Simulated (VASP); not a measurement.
# TaN (P-6m2) in VASP: further runs, part 2 of 2

VASP 6.6.1. The steps go on from the part before.

### 3 Single point, PBEsol

This run uses another cell than the first one, of the same volume but with other edges.

Input file INCAR:

```
PREC = Accurate
ENCUT = 520
EDIFF = 1E-7
ISMEAR = 0
SIGMA = 0.15
LREAL = False
LASPH = True
NELM = 80
ALGO = Normal
ISIF = 2
LWAVE = False
LCHARG = True
GGA = PS
LELF = True
LVHAR = True
NBANDS = 15
```

Input file KPOINTS:

```
Automatic mesh
0
Gamma
  18 18 16
```

Input file POSCAR:

```
TaN
1.0
    2.8875000000      0.0000000000      0.0000000000
   -1.4437500000      2.5006483534      0.0000000000
    0.0000000000      0.0000000000      2.9425000000
Ta N
1 1
Direct
    0.3333333333      0.6666666667      0.5000000000
    0.0000000000      0.0000000000      0.0000000000
```

Potentials or basis: VASP PAW PBE potentials, release 64 (Ta_pv, N).

Launch:

```bash
$ cat potpaw_PBE.64/Ta_pv/POTCAR potpaw_PBE.64/N/POTCAR > POTCAR
$ mpirun -np 1 vasp_std > vasp.out
```

OUTCAR:

```text
PREC = Accurate
   ENCUT = 520
   EDIFF = 1E-7
   ISMEAR = 0
   LREAL = False
   LASPH = True
   NELM = 80
   ISIF = 2
   GGA = PS

 ion  position               nearest neighbor table
   1  0.333  0.667  0.500-   2 2.22   2 2.22   2 2.22   2 2.22   2 2.22   2 2.22
   2  0.000  0.000  0.000-   1 2.22   1 2.22   1 2.22   1 2.22   1 2.22   1 2.22

  LATTYP: Found a hexagonal cell.
 ALAT       =     2.8875000000
 C/A-ratio  =     1.0190476190

  Lattice vectors:

 A1 = (   2.8875000000,   0.0000000000,   0.0000000000)
[... 609 lines left out ...]
      9      10.3079      0.00000
     10      11.5089      0.00000
     11      13.0970      0.00000
     12      14.2724      0.00000
     13      17.0170      0.00000
     14      20.6577      0.00000
     15      21.6621      0.00000

 [... further k-points ...]
[... 5 lines left out ...]
  --------------------------------------------------------------------------------------
  -------------------------------------------------------------------------------------
  Total        1.0911220      1.0911220     -2.0831079      0.0000000      0.0000000      0.0000000
  in kB       82.2797216     82.2797216   -157.0837464      0.0000000      0.0000000      0.0000000
  external PRESSURE =       2.4918989 kB  Pullay stress =       0.0000000 kB

 VOLUME and BASIS-vectors are now :
 -----------------------------------------------------------------------------
  energy-cutoff  :      520.00
  volume of cell :       21.25
      direct lattice vectors                 reciprocal lattice vectors
     2.887500000  0.000000000  0.000000000     0.346320346  0.199948145  0.000000000
    -1.443750000  2.500648353  0.000000000     0.000000000  0.399896290  0.000000000
     0.000000000  0.000000000  2.942500000     0.000000000  0.000000000  0.339847069

 POSITION                                       TOTAL-FORCE (eV/Angst)
 -----------------------------------------------------------------------------------
     -0.00000      1.66710      1.47125        -0.000000     -0.000000      0.000000
      0.00000      0.00000      0.00000         0.000000      0.000000      0.000000
 -----------------------------------------------------------------------------------
    total drift:                                0.000000     -0.000000     -0.000000

  FREE ENERGIE OF THE ION-ELECTRON SYSTEM (eV)
  ---------------------------------------------------
  free  energy   TOTEN  =       -23.7665987540 eV

  energy  without entropy=      -23.7659476871  energy(sigma->0) =      -23.76627322
```

OSZICAR:

```text
N       E                     dE             d eps       ncg     rms          rms(c)
DAV:   1     0.900974016190E+02    0.90097E+02   -0.87585E+03  9990   0.113E+03
DAV:   2    -0.232679691002E+02   -0.11337E+03   -0.10672E+03 11992   0.307E+02
DAV:   3    -0.260872815917E+02   -0.28193E+01   -0.28066E+01 11446   0.451E+01
DAV:   4    -0.260986121099E+02   -0.11331E-01   -0.11327E-01 12958   0.310E+00
DAV:   5    -0.260986773849E+02   -0.65275E-04   -0.65273E-04 11642   0.220E-01    0.242E+01
DAV:   6    -0.238715007147E+02    0.22272E+01   -0.35051E+00 13198   0.224E+01    0.104E+01
DAV:   7    -0.238035383841E+02    0.67962E-01   -0.59189E-01 10781   0.591E+00    0.705E+00
DAV:   8    -0.237736421242E+02    0.29896E-01   -0.14641E-01 12629   0.323E+00    0.140E+00
DAV:   9    -0.237667241846E+02    0.69179E-02   -0.14448E-02 11306   0.100E+00    0.185E-01
DAV:  10    -0.237666681088E+02    0.56076E-04   -0.10605E-03 12552   0.384E-01    0.769E-02
DAV:  11    -0.237665982601E+02    0.69849E-04   -0.87387E-05 11691   0.104E-01    0.959E-03
DAV:  12    -0.237665987883E+02   -0.52823E-06   -0.11596E-05 10683   0.305E-02    0.445E-03
DAV:  13    -0.237665987540E+02    0.34313E-07   -0.34269E-08  9062   0.196E-03
   1 F= -.23766599E+02 E0= -.23766273E+02  d E =-.651067E-03
```

stdout:

```text
POSCAR found type information on POSCAR TaN
 POSCAR found :  2 types and       2 ions
 scaLAPACK will be used
 -----------------------------------------------------------------------------
|                                                                             |
|                                                                             |
|     You enforced a specific xc type in the INCAR file but a different       |
|     I HOPE YOU KNOW WHAT YOU ARE DOING!                                     |
|                                                                             |
 -----------------------------------------------------------------------------

 LDA part: xc-table for (Slater+PW92), standard interpolation
 POSCAR, INCAR and KPOINTS ok, starting setup
 FFT: planning ... GRIDC
 FFT: planning ... GRID_SOFT
 FFT: planning ... GRID
 WAVECAR not read
 entering main loop
```

Wall time 31 s (1 thread of Intel Xeon 6975P-C (Granite Rapids), shared host); peak memory 0.23 GiB.

What came out:

| Property | Result |
| --- | --- |
| Free energy | -23.7666 eV |
| Pressure | 0.2 GPa |
| Band gap on the k mesh | zero (band 8 reaches 8.52 eV, above the bottom of band 9 at 8.08 eV) |

Caveat: the PAW data sets were made with another functional, which shifts forces and pressure a little; spin-orbit coupling is left out, which moves the levels of the heavy elements.

### 4 Single point, PBEsol

This run uses another cell than the first one, of 10.76 Å³/atom, 1.013 times its volume.

Input file INCAR:

```
SYSTEM = TaN
ALGO = Normal
EDIFF = 1E-6
ENCUT = 520
GGA = PS
ISIF = 2
ISMEAR = 0
LASPH = .True.
LCHARG = .False.
LREAL = .False.
LWAVE = .False.
NBANDS = 15
NELM = 60
PREC = Accurate
SIGMA = 0.15
```

Input file KPOINTS:

```
k-points
0
Gamma
  18 18 16
  0 0 0
```

Input file POSCAR:

```
TaN
1.0
    2.9240351141      0.0000000000      0.0000000000
   -1.4620175570      2.5322886904      0.0000000000
    0.0000000000      0.0000000000      2.9066000000
Ta N
1 1
Direct
    0.3333333333      0.6666666667      0.5000000000
    0.0000000000      0.0000000000      0.0000000000
```

Launch:

```bash
$ cat potpaw_PBE.64/Ta_pv/POTCAR potpaw_PBE.64/N/POTCAR > POTCAR
$ mpirun -np 1 vasp_std > vasp.out
```

Run time: 30 s. Hardware: 1 thread of Intel Xeon 6975P-C (Granite Rapids), shared host; peak memory 0.23 GiB.

It converged, with:

| Property | Result |
| --- | --- |
| Free energy | -23.7990 eV |
| Pressure | -3.9 GPa |
| Band gap on the k mesh | zero (band 8 reaches 8.44 eV, above the bottom of band 9 at 7.98 eV) |

Stress tensor (GPa, compression positive):
```
-1.18  0.00  0.00
 0.00 -1.18  0.00
 0.00  0.00 -9.39
```

Levels at points of the mesh, in eV from the Fermi level:
| k point | band 6 | band 7 | band 8 | band 9 | band 10 | band 11 |
| --- | --- | --- | --- | --- | --- | --- |
| (0.00, 0.00, 0.00) | -4.42 | -4.23 | -2.95 | 2.37 | 3.57 | 3.57 |
| (0.50, 0.00, 0.00) | -5.27 | -3.48 | -3.06 | 2.97 | 4.21 | 5.18 |
| (0.00, 0.00, 0.50) | -3.60 | -3.60 | -0.08 | -0.08 | 2.30 | 3.43 |
| (0.50, 0.00, 0.50) | -6.18 | -5.57 | -0.36 | 4.21 | 5.49 | 6.01 |

Caveat: the PAW data sets were made with another functional, which shifts forces and pressure a little; spin-orbit coupling is left out, which moves the levels of the heavy elements.

### 5 Summary

| cell | gap on the mesh (eV) | pressure (GPa) |
| --- | --- | --- |
| a = 2.961, b = 2.961, c = 2.799 Å, angles 90.0, 90.0, 120.0°, 2 atoms | none | 2.4 |
| a = 2.888, b = 2.887, c = 2.942 Å, angles 90.0, 90.0, 120.0°, 2 atoms | none | 0.2 |
| a = 2.924, b = 2.924, c = 2.907 Å, angles 90.0, 90.0, 120.0°, 2 atoms | none | -3.9 |

Alike in all rows: task single point; level PBEsol; potentials or basis VASP PAW PBE potentials, release 64 (Ta_pv, N); no spin polarisation; k mesh 18 × 18 × 16; cutoff (eV) 520; smearing gaussian 0.15 eV.

Caveats: the PAW data sets were made with another functional, which shifts forces and pressure a little; spin-orbit coupling is left out, which moves the levels of the heavy elements.

Total energies depend on the potentials used, so only differences within one code and one set of settings carry meaning.
